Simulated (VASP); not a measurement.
Wanted: the native input for a VASP 6.6.1 run.

```yaml
Task: single point
Functional: r2SCAN
Potentials_or_basis: VASP PAW PBE potentials, release 64 (Mo_sv)
Cutoff: 520 eV
k_mesh: 18 × 18 × 18
Occupations: gaussian, width 0.1 eV
Spin: no spin polarisation
Dipole_correction: no
Further_INCAR_settings: ALGO = Normal; EDIFF = 1e-06; NBANDS = 13
```

Crystal: Mo.

```
Mo
1.0
    -1.60613    1.60613    1.60613
     1.60613   -1.60613    1.60613
     1.60613    1.60613   -1.60613
Mo
1
Cartesian
  0.0000 0.0000 0.0000
```

The input as run:

POSCAR

```
Mo
1.0
   -1.6061308044      1.6061308044      1.6061308044
    1.6061308044     -1.6061308044      1.6061308044
    1.6061308044      1.6061308044     -1.6061308044
Mo
1
Direct
    0.0000000000      0.0000000000      0.0000000000
```

INCAR.step1

```
SYSTEM = Mo
  ALGO = Normal
  EDIFF = 1E-4
  ENCUT = 520
  GGA = PE
  ISMEAR = 0
  LASPH = .True.
  LCHARG = .False.
  LREAL = .False.
  LWAVE = .True.
  NBANDS = 13
  NELM = 80
  PREC = Accurate
  SIGMA = 0.1
```

INCAR.step2

```
SYSTEM = Mo
  ALGO = Normal
  EDIFF = 1E-6
  ENCUT = 520
  ISIF = 2
  ISMEAR = 0
  ISTART = 1
  LASPH = .True.
  LCHARG = .False.
  LMIXTAU = .True.
  LREAL = .False.
  LWAVE = .False.
  METAGGA = R2SCAN
  NBANDS = 13
  NELM = 80
  PREC = Accurate
  SIGMA = 0.1
```

KPOINTS

```
k-points
0
Gamma
  18 18 18
  0 0 0
```

Potentials or basis: VASP PAW PBE potentials, release 64 (Mo_sv).

The run is started by

```sh
$ cat potpaw_PBE.64/Mo_sv/POTCAR > POTCAR
$ cp INCAR.step1 INCAR
$ mpirun -np 1 vasp_std > vasp.out
$ cp INCAR.step2 INCAR
$ mpirun -np 1 vasp_std > vasp.out
```

Results of the run:

```
Pressure               : -13.1 GPa
Band gap on the k mesh : zero (bands 7 and 8 overlap by 5.12 eV)
```

Caveat: the cell stands under tension; the PAW data sets were made with another functional, which shifts forces and pressure a little.

Run time: 67 s on 1 thread of Intel(R) Xeon(R) Platinum 8375C CPU @ 2.90GHz (Ice Lake) (shared host), peak memory 0.17 GiB.
